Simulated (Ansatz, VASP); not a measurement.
## One calculation of K, two programs

Contents of INCAR:

```
SYSTEM = K
ALGO = Fast ; EDIFF = 1E-6
ENCUT = 520 ; GGA = PE
ISIF = 2 ; ISMEAR = 0
LASPH = .TRUE. ; LCHARG = .FALSE.
LREAL = .FALSE. ; LWAVE = .FALSE.
NBANDS = 10 ; NELM = 100
PREC = Accurate ; SIGMA = 0.15
```

KPOINTS

```
k-points
0
G
  14 14 14
  0 0 0
```

Contents of POSCAR:

```
K
1.0
   -2.9019235440      2.6255498732      2.6255498732
    2.6255498732     -2.9019235440      2.6255498732
    2.6255498732      2.6255498732     -2.9019235440
K
1
Direct
    0.0000000000      0.0000000000      0.0000000000
```

Input for Ansatz:

```yaml
crystal:
  lattice:
    - [-2.901923544, 2.6255498732, 2.6255498732]
    - [2.6255498732, -2.901923544, 2.6255498732]
    - [2.6255498732, 2.6255498732, -2.901923544]
  atoms:
    - { symbol: K, position: [0.0, 0.0, 0.0] }
basis:
  ecutwfc: 420
kpoints:
  mp_grid: { grid: [14, 14, 14] }
hamiltonian:
  xc: pbe
scf:
  occupations: { method: gaussian, width: 0.15 }
output:
  forces: true
  stress: true
  eigenvalues: true
```

Alike in both runs: task single point; functional PBE; k mesh 14 × 14 × 14; occupations gaussian, width 0.15 eV; no spin polarisation.

```csv
,VASP,Ansatz
version,VASP 6.6.1,Ansatz 0.2.0
potentials or method,"VASP PAW PBE potentials, release 64 (K_sv), cutoff 520 eV","scalar-relativistic, plane waves, PAW"
valence electrons in the cell,9,9
```

|  | VASP | Ansatz | Ansatz less VASP |
| --- | --- | --- | --- |
| gap on the k mesh at the Fermi level (eV) | none | none | - |
| pressure (GPa) | 0.1 | 0.2 | +0.01 |
| traceless stress, the component that is largest in VASP (GPa) | 0.39 | 0.39 | -0.001 |

A gap of «none» marks a metal or a gap that the smearing closes.
